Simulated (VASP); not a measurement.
# Ba8Ti8O23 (a cell with a defect) in VASP: further runs, part 2 of 2

VASP 6.6.1.

**3. Single point, PBE+D3(BJ)**

INCAR reads:

```
SYSTEM = Ba8Ti8O23
PREC = Accurate
ENCUT = 520
EDIFF = 1E-7
ISMEAR = 0
SIGMA = 0.02
LREAL = Auto
LASPH = .True.
NELM = 80
ALGO = Normal
ISIF = 2
LWAVE = .False.
LCHARG = .False.
GGA = PE
IVDW = 12
NELECT = 312.0
NBANDS = 182
LUSENCCL = .False.
```

KPOINTS reads:

```
regular mesh
0
Gamma
  2 2 2
  0 0 0
```

POSCAR reads:

```
Ba8Ti8O23
1.0
    7.9800000000      0.0000000000      0.0000000000
    0.0000000000      5.6690000000      5.6820000000
    0.0000000000     -5.6690000000      5.6820000000
Ba Ti O
8 8 23
Direct
    0.0033882206      0.0015428163     -0.0045005776
    0.0032817043      0.0010763910      0.5067604622
    0.0049412281      0.4997362658     -0.0062579131
    0.0037471178      0.4983885434      0.5050495066
    0.4919724311      0.0003496054     -0.0045669584
    0.4935426065      0.0000611834      0.5065005907
    0.4918047619      0.5020000679     -0.0065208352
    0.4952119048      0.5016793055      0.5054002439
    0.2569449875      0.2624072392      0.2561098323
    0.2426056391      0.2551998935      0.7575391068
    0.2392887218      0.7562592192      0.2566617593
    0.2415586466      0.7564065023      0.7569840292
    0.7523949875      0.2260568697      0.2545747741
    0.7423091479      0.2618539661      0.7609716235
    0.7450328321      0.7696117758      0.2546717511
    0.7432418546      0.7563374382      0.7607491510
   -0.0126533835      0.2593861705      0.2408137591
    0.2501595238      0.2436202425      0.4866636364
    0.2499018797      0.4913899841      0.2431761898
    0.0033748120      0.2434885164      0.7438346092
    0.2499368421      0.2435733863      0.9899609326
    0.2524075188      0.4905897315      0.7438428626
   -0.0024795739      0.7352860901      0.2419685738
    0.2522669173      0.7454697351      0.4879259002
    0.2497403509      0.9883416215      0.2425580617
    0.0056611529      0.7450306406      0.7432460225
    0.2523283208      0.7454760777      0.9893878787
    0.2524124060      0.9918016194      0.7436783172
    0.5043197995      0.2581627574      0.2411184816
    0.7479645363      0.2602480973      0.4808344441
    0.5057051378      0.2433939598      0.7437816825
    0.7481399749      0.2579504325      0.9977415773
    0.7527330827      0.4913698412      0.7451486382
    0.5143704261      0.7324178577      0.2417613045
    0.7545957393      0.7337911844      0.4812512303
    0.7491517544      0.9976181730      0.2479321614
    0.5076327068      0.7452833052      0.7437848046
    0.7541081454      0.7362588785      0.9976515404
    0.7533948622      0.9889248098      0.7458833563
```

Potentials or basis: VASP PAW PBE potentials, release 64 (Ba_sv, Ti_sv, O).

On the command line:

```sh
$ cat potpaw_PBE.64/Ba_sv/POTCAR potpaw_PBE.64/Ti_sv/POTCAR potpaw_PBE.64/O/POTCAR > POTCAR
$ mpirun -np 1 vasp_std > vasp.out
```

Run time: 96 s. Hardware: 1 × NVIDIA H100 80GB with 1 thread of AMD EPYC 7R13 (Zen 3), shared host; peak memory 1.8 GiB.

The run converged. Its results:

```yaml
Free_energy: -331.9424 eV
Largest_force: 0.104 eV/Å
Dispersion_energy_per_atom: -0.265 eV
```

Forces on the atoms (eV/Å):
```
Ba  -0.036 -0.030  0.002
Ba  -0.032  0.034 -0.066
Ba  -0.024 -0.013 -0.007
Ba  -0.009  0.021 -0.041
Ba   0.057 -0.029 -0.004
Ba   0.056  0.029 -0.065
Ba   0.043 -0.020 -0.019
Ba   0.021  0.014 -0.048
Ti  -0.033 -0.014 -0.090
Ti   0.034 -0.003 -0.080
Ti   0.035  0.000 -0.069
Ti   0.035  0.016 -0.051
Ti  -0.037  0.096  0.008
Ti   0.036 -0.021 -0.078
Ti   0.046  0.007 -0.085
Ti   0.045  0.003 -0.067
O    0.033 -0.021  0.005
O    0.002 -0.035  0.048
O   -0.005  0.035  0.053
O   -0.030  0.000  0.020
O    0.003 -0.022  0.045
O   -0.005  0.031  0.038
O   -0.036  0.009  0.025
O   -0.007 -0.030  0.042
O    0.002  0.027  0.058
O   -0.038 -0.003  0.017
O   -0.013 -0.029  0.045
O   -0.013  0.017  0.043
O    0.024 -0.014  0.002
O   -0.002 -0.041  0.033
O   -0.034  0.001  0.019
O    0.001 -0.042  0.021
O   -0.003  0.035  0.045
O   -0.056  0.008  0.027
O   -0.004 -0.030  0.054
O    0.001 -0.006  0.008
O   -0.040  0.000  0.020
O   -0.007 -0.018  0.048
O   -0.007  0.035  0.043
```

Levels at points of the mesh, in eV from the Fermi level:
```csv
k point,band 153,band 154,band 155,band 156,band 157,band 158,band 159,band 160
"(0.00, 0.00, 0.00)",-0.26,-0.20,-0.19,-0.12,2.00,2.14,2.17,2.29
"(0.50, 0.00, 0.00)",-0.60,-0.55,-0.52,-0.26,2.15,2.30,2.35,2.64
"(0.00, 0.50, 0.00)",-0.64,-0.61,-0.17,-0.15,2.15,2.24,2.36,2.49
"(0.00, 0.00, 0.50)",-0.62,-0.56,-0.54,-0.19,2.05,2.25,2.41,2.56
"(0.50, 0.50, 0.00)",-0.69,-0.67,-0.58,-0.55,2.31,2.54,2.74,2.79
"(0.50, 0.00, 0.50)",-0.67,-0.65,-0.60,-0.53,2.26,2.43,2.69,2.74
"(0.00, 0.50, 0.50)",-0.69,-0.67,-0.59,-0.55,2.38,2.43,2.81,2.86
"(0.50, 0.50, 0.50)",-0.74,-0.70,-0.66,-0.61,2.36,2.55,2.85,2.92
```

Caveat: the cell carries a net charge on a neutralising background, which shifts energy and pressure; the cell is charged against a uniform background, so pressure and absolute levels hang on convention; spin-orbit coupling is left out, which moves the levels of the heavy elements.

**4. Single point, PBE+D3(BJ)**

INCAR reads:

```
  PREC = Accurate
  ENCUT = 520
  EDIFF = 1E-6
  ISMEAR = 0
  SIGMA = 0.02
  LREAL = Auto
  LASPH = True
  NELM = 80
  ALGO = Normal
  ISIF = 2
  LWAVE = False
  LCHARG = True
  GGA = PE
  IVDW = 12
  LELF = True
  LVHAR = True
  NELECT = 312.0
  NBANDS = 182
  LUSENCCL = False
```

KPOINTS reads:

```
Automatic mesh
0
Gamma
  2 2 2
```

POSCAR is that of step 3.

On the command line:

```sh
$ cat potpaw_PBE.64/Ba_sv/POTCAR potpaw_PBE.64/Ti_sv/POTCAR potpaw_PBE.64/O/POTCAR > POTCAR
$ mpirun -np 1 vasp_std > vasp.out
```

Run time: 2.6 min. Hardware: 1 × NVIDIA H100 80GB with 1 thread of AMD EPYC 7R13 (Zen 3), shared host; peak memory 1.8 GiB.

Results (log left out):

| Item | Value |
| --- | --- |
| Free energy | -331.9424 eV |
| Largest force | 0.103 eV/Å |
| Dispersion energy per atom | -0.265 eV |

Forces in eV/Å, atoms in the order of the input:
```
Ba  -0.036 -0.030  0.002
Ba  -0.033  0.034 -0.066
Ba  -0.024 -0.013 -0.007
Ba  -0.009  0.021 -0.041
Ba   0.057 -0.029 -0.004
Ba   0.056  0.029 -0.065
Ba   0.043 -0.020 -0.019
Ba   0.021  0.014 -0.048
Ti  -0.033 -0.014 -0.090
Ti   0.034 -0.003 -0.080
Ti   0.035  0.000 -0.069
Ti   0.035  0.016 -0.051
Ti  -0.037  0.096  0.007
Ti   0.036 -0.021 -0.078
Ti   0.046  0.007 -0.085
Ti   0.045  0.003 -0.067
O    0.033 -0.021  0.005
O    0.002 -0.035  0.048
O   -0.005  0.035  0.053
O   -0.030  0.000  0.020
O    0.003 -0.022  0.045
O   -0.005  0.031  0.038
O   -0.036  0.009  0.025
O   -0.007 -0.030  0.042
O    0.002  0.027  0.057
O   -0.038 -0.003  0.017
O   -0.013 -0.029  0.045
O   -0.013  0.017  0.043
O    0.024 -0.014  0.002
O   -0.002 -0.041  0.033
O   -0.034  0.001  0.019
O    0.001 -0.041  0.021
O   -0.003  0.035  0.045
O   -0.056  0.008  0.027
O   -0.004 -0.029  0.054
O    0.001 -0.006  0.008
O   -0.040  0.000  0.020
O   -0.007 -0.017  0.048
O   -0.007  0.035  0.043
```

Levels at points of the mesh, in eV from the Fermi level:
```tsv
k point	band 153	band 154	band 155	band 156	band 157	band 158	band 159	band 160
(0.00, 0.00, 0.00)	-0.26	-0.21	-0.19	-0.13	2.00	2.13	2.16	2.29
(0.50, 0.00, 0.00)	-0.60	-0.56	-0.53	-0.26	2.15	2.30	2.34	2.64
(0.00, 0.50, 0.00)	-0.65	-0.61	-0.18	-0.15	2.15	2.24	2.36	2.49
(0.00, 0.00, 0.50)	-0.63	-0.56	-0.54	-0.19	2.04	2.25	2.41	2.56
(0.50, 0.50, 0.00)	-0.69	-0.67	-0.59	-0.55	2.31	2.54	2.74	2.79
(0.50, 0.00, 0.50)	-0.67	-0.65	-0.60	-0.54	2.26	2.42	2.68	2.73
(0.00, 0.50, 0.50)	-0.70	-0.67	-0.59	-0.56	2.38	2.43	2.80	2.86
(0.50, 0.50, 0.50)	-0.74	-0.70	-0.66	-0.61	2.35	2.55	2.85	2.92
```

Caveat: the cell carries a net charge on a neutralising background, which shifts energy and pressure; the cell is charged against a uniform background, so pressure and absolute levels hang on convention; spin-orbit coupling is left out, which moves the levels of the heavy elements.
